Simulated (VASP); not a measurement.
Write the native input for VASP 6.6.1 that does the following.

| Quantity | Value |
| --- | --- |
| Task | single point |
| Functional | r2SCAN0 |
| Potentials or basis | VASP PAW PBE potentials, release 64 (Cd) |
| Cutoff | 520 eV |
| k mesh | 6 × 6 × 6 |
| Occupations | fermi-dirac, width 0.05 eV |
| Spin | no spin polarisation |
| Dipole correction | no |
| Grid for exact exchange (PRECFOCK) | Normal |
| Further INCAR settings | ALGO = Normal; EDIFF = 1e-06; NBANDS = 12 |

Crystal: Cd.

```
Cd
1.0
     0.00000    2.21815    2.21815
     2.21815    0.00000    2.21815
     2.21815    2.21815    0.00000
Cd
1
Cartesian
  0.0000 0.0000 0.0000
```

The input as run:

POSCAR

```
Cd
1.0
    0.0000000000      2.2181497500      2.2181497500
    2.2181497500      0.0000000000      2.2181497500
    2.2181497500      2.2181497500      0.0000000000
Cd
1
Direct
    0.0000000000      0.0000000000      0.0000000000
```

INCAR.step1

```
SYSTEM = Cd
ALGO = Normal
EDIFF = 1E-5
ENCUT = 520
GGA = PE
ISIF = 2
ISMEAR = -1
LASPH = .True.
LCHARG = .False.
LREAL = .False.
LWAVE = .True.
NBANDS = 12
NELM = 100
PREC = Accurate
SIGMA = 0.05
```

INCAR.step2

```
SYSTEM = Cd
AEXX = 0.25
ALGO = Normal
EDIFF = 1E-6
ENCUT = 520
ISIF = 2
ISMEAR = -1
ISTART = 1
LASPH = .True.
LCHARG = .False.
LHFCALC = .True.
LMIXTAU = .True.
LREAL = .False.
LWAVE = .False.
METAGGA = R2SCAN
NBANDS = 12
NELM = 100
PREC = Accurate
PRECFOCK = Normal
SIGMA = 0.05
```

KPOINTS

```
k-points
0
Gamma
  6 6 6
  0 0 0
```

Potentials or basis: VASP PAW PBE potentials, release 64 (Cd).

The run is started by

```sh
$ cat potpaw_PBE.64/Cd/POTCAR > POTCAR
$ cp INCAR.step1 INCAR
$ mpirun -np 1 vasp_std > vasp.out
$ cp INCAR.step2 INCAR
$ mpirun -np 1 vasp_std > vasp.out
```

It gave:

| Quantity | Value |
| --- | --- |
| Pressure | 2.3 GPa |
| Band gap on the k mesh | zero (band 6 reaches 3.62 eV, above the bottom of band 7 at 1.04 eV) |

Caveat: the k points lie up to 0.41 Å⁻¹ apart; the PAW data sets were made with another functional, which shifts forces and pressure a little.

Run time: 16 min on 1 thread of Oxide Virtual Turin-like Processor, with other jobs on the host, peak memory 0.12 GiB.
